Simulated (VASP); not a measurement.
## Sb: single point with PBE

Sb:

```
CELL_PARAMETERS angstrom
-1.54485 1.49525 2.48000
1.49525 -1.54485 2.48000
1.51475 1.51475 -2.51010
ATOMIC_POSITIONS crystal
Sb 0.00000 0.00000 0.00000
```

This cell differs from its parent crystal: equal xy, yz and zx shear strains of -2 %.

```yaml
Program: VASP 6.6.1
Task: single point
Functional: PBE
Potentials_or_basis: VASP PAW PBE potentials, release 64 (Sb)
Cutoff: 520 eV
k_mesh: 19 × 19 × 19
Occupations: fermi-dirac, width 0.05 eV
Spin: no spin polarisation
```

```yaml
Pressure: 19.3 GPa
Band_gap_on_the_k_mesh: zero (an odd number of electrons rules out a gap without spin polarisation)
```

Stress tensor (GPa, compression positive):
```
19.85 -0.46  0.18
-0.46 19.85  0.18
 0.18  0.18 18.28
```

Levels at points of the mesh, in eV from the Fermi level:
```csv
k point,band 1,band 2,band 3,band 4,band 5,band 6,band 7
"(0.00, 0.00, 0.00)",-14.56,6.30,6.74,6.89,9.98,10.45,11.01
```

Wall time 2.1 min on 1 thread of Intel(R) Xeon(R) 6975P-C (Granite Rapids), with other jobs on the host, peak memory 0.42 GiB.

Caveat: the cell differs from its parent crystal (equal xy, yz and zx shear strains of -2 %); the cell stands under pressure; spin-orbit coupling is left out, which moves the levels of the heavy elements.
